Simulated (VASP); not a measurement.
Input of a VASP 6.6.1 run:

File POSCAR:

```
Hf
1.0
    3.1967000000      0.0000000000      0.0000000000
   -1.5983500000      2.7684234083      0.0000000000
    0.0000000000      0.0000000000      5.0578000000
Hf
2
Direct
    0.6666666667      0.3333333333      0.7500000000
    0.3333333333      0.6666666667      0.2500000000
```

File INCAR.step1:

```
ALGO     = Normal         # electronic algorithm
EDIFF    = 1E-5           # SCF threshold, eV
ENCUT    = 520            # plane-wave cutoff, eV
GGA      = PE             # functional
ISIF     = 2              # what is computed and relaxed
ISMEAR   = -1             # smearing method
LASPH    = T              # aspherical terms in the spheres
LCHARG   = F              # write CHGCAR
LREAL    = F              # projectors in reciprocal space
LWAVE    = T              # write WAVECAR
NBANDS   = 17             # bands
NELM     = 100            # most SCF steps
PREC     = Accurate       # precision mode
SIGMA    = 0.05           # smearing width, eV
```

INCAR.step2

```
AEXX     = 0.25           # exact-exchange fraction
ALGO     = Normal         # electronic algorithm
EDIFF    = 1E-6           # SCF threshold, eV
ENCUT    = 520            # plane-wave cutoff, eV
GGA      = PE             # functional
ISIF     = 2              # what is computed and relaxed
ISMEAR   = -1             # smearing method
ISTART   = 1            
LASPH    = T              # aspherical terms in the spheres
LCHARG   = F              # write CHGCAR
LHFCALC  = T              # exact exchange
LREAL    = F              # projectors in reciprocal space
LWAVE    = F              # write WAVECAR
NBANDS   = 17             # bands
NELM     = 100            # most SCF steps
PREC     = Accurate       # precision mode
PRECFOCK = Normal       
SIGMA    = 0.05           # smearing width, eV
```

File KPOINTS:

```
k-points
0
Gamma
  5 5 3
```

Potentials or basis: VASP PAW PBE potentials, release 64 (Hf_pv).

Launch:

```sh
$ cat potpaw_PBE.64/Hf_pv/POTCAR > POTCAR
$ cp INCAR.step1 INCAR
$ mpirun -np 1 vasp_std > vasp.out
$ cp INCAR.step2 INCAR
$ mpirun -np 1 vasp_std > vasp.out
```

Question: Predict the band gap on the k mesh.

Answer: Zero (bands 10 and 11 overlap by 2.23 eV).

Question: Predict the pressure.

Answer: -1.3 GPa.

Stress tensor (GPa, compression positive):
```
-0.88  0.00  0.00
 0.00 -0.88  0.00
 0.00  0.00 -2.00
```

Caveat: the k points lie up to 0.45 Å⁻¹ apart, too coarse for converged energies and pressures of a metal; the PAW data sets were made with another functional, which shifts forces and pressure a little; spin-orbit coupling is left out, which moves the levels of the heavy elements.
